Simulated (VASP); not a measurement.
A run of VASP 6.6.1 is set up as follows.

The input INCAR:

```
SYSTEM = Al
PREC = Accurate
ENCUT = 520
EDIFF = 1E-6
ISMEAR = 0
SIGMA = 0.15
LREAL = .False.
LASPH = .True.
NELM = 80
ALGO = Normal
ISIF = 2
LWAVE = .False.
LCHARG = .False.
GGA = CA
NBANDS = 10
```

File KPOINTS:

```
Automatic mesh
0
Gamma
  18 18 10
  0 0 0
```

The input POSCAR:

```
Al
1.0
    2.7814000000      0.0000000000      0.0000000000
   -1.3907000000      2.4087630581      0.0000000000
    0.0000000000      0.0000000000      4.8620000000
Al
2
Direct
    0.6666666667      0.3333333333      0.7500000000
    0.3333333333      0.6666666667      0.2500000000
```

Potentials or basis: VASP PAW LDA potentials, release 64 (Al).

Run with:

```sh
$ cat potpaw_LDA.64/Al/POTCAR > POTCAR
$ mpirun -np 1 vasp_std > vasp.out
```

Question: Estimate the pressure.

Answer: -1.2 GPa.

Question: Estimate the band gap on the k mesh.

Answer: Zero (bands 3 and 4 overlap by 6.72 eV).

Stress tensor (GPa, compression positive):
```
-0.31  0.00  0.00
 0.00 -0.31  0.00
 0.00  0.00 -3.01
```
